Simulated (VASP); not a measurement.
**MoS2: single point with PBE**

The system is MoS2, a slab with vacuum.

```xyz
6
Lattice="3.1710 0.0000 0.0000 -1.5855 2.7462 0.0000 0.0000 0.0000 24.1725" Properties=species:S:1:pos:R:3 pbc="T T T"
S     0.0000    0.0000    7.5000
S     0.0000    1.8308   10.5575
S     1.5855    0.9154   13.6150
S     0.0000    0.0000   16.6725
Mo    1.5855    0.9154    9.0288
Mo    0.0000    1.8308   15.1437
```

```json
{
 "Program": "VASP 6.6.1",
 "Task": "single point",
 "Functional": "PBE",
 "Potentials or basis": "VASP PAW PBE potentials, release 64 (S, Mo_sv)",
 "Cutoff": "520 eV",
 "k mesh": "10 × 10 × 1",
 "Occupations": "fermi-dirac, width 0.05 eV",
 "Spin": "no spin polarisation",
 "Dipole correction": "yes",
 "Further INCAR settings": "ALGO = Normal; EDIFF = 1e-06; NBANDS = 35"
}
```

```
Largest force          : 1.096 eV/Å
Band gap on the k mesh : zero (bands 26 and 27 overlap by 0.66 eV)
```

Forces in eV/Å, atoms in the order of the input:
```
S    0.000  0.000 -1.096
S    0.000  0.000  1.002
S    0.000  0.000 -1.002
S    0.000  0.000  1.096
Mo   0.000  0.000  0.013
Mo   0.000  0.000 -0.013
```

Levels at points of the mesh, in eV from the Fermi level:
| k point | band 22 | band 23 | band 24 | band 25 | band 26 | band 27 | band 28 | band 29 | band 30 | band 31 |
| --- | --- | --- | --- | --- | --- | --- | --- | --- | --- | --- |
| (0.00, 0.00, 0.00) | -1.07 | -1.06 | -1.06 | -1.00 | -0.36 | -0.36 | -0.35 | -0.31 | -0.31 | 3.39 |
| (0.50, 0.00, 0.00) | -2.91 | -2.17 | -2.03 | -1.79 | -1.69 | 1.01 | 1.01 | 1.77 | 1.88 | 3.50 |

Run time: 5.1 min on 1 thread of AMD EPYC 7R13 (shared host), peak memory 0.32 GiB.
